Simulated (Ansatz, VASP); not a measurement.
# Bi3O: VASP beside Ansatz

```
Bi O
1.0
     4.02698    0.00000    0.00000
     0.00000    4.02698    0.00000
     0.00000    0.00000   12.88802
Bi O
6 2
Direct
  0.50000 0.00000 0.90241
  0.00000 0.50000 0.09759
  0.50000 0.00000 0.60229
  0.00000 0.50000 0.72359
  0.00000 0.50000 0.39771
  0.50000 0.00000 0.27641
  0.50000 0.50000 0.00000
  0.00000 0.00000 0.00000
```

Alike in both runs: task single point; functional PBE; k mesh 6 × 6 × 2; occupations gaussian, width 0.2 eV; no spin polarisation.

```csv
,VASP,Ansatz
version,VASP 6.6.1,Ansatz 0.2.0
potentials or method,"VASP PAW PBE potentials, release 64 (Bi_d, O), cutoff 520 eV","scalar-relativistic, plane waves, PAW"
valence electrons in the cell,102,102
```

Ansatz gave:

* gap on the k mesh at the Fermi level (eV): none
* pressure (GPa): 0.0
* traceless stress, the component that is largest in VASP (GPa): -0.18
* rms of the force components (eV/Å): 0.017

Q: What did VASP give for the same quantities?

A: gap on the k mesh at the Fermi level (eV): none; pressure (GPa): 0.0; traceless stress, the component that is largest in VASP (GPa): -0.21; rms of the force components (eV/Å): 0.016.

Atom by atom the forces differ by 0.009 eV/Å (rms over components). A gap of «none» marks a metal or a gap that the smearing closes.

Neither program's run includes spin-orbit coupling.
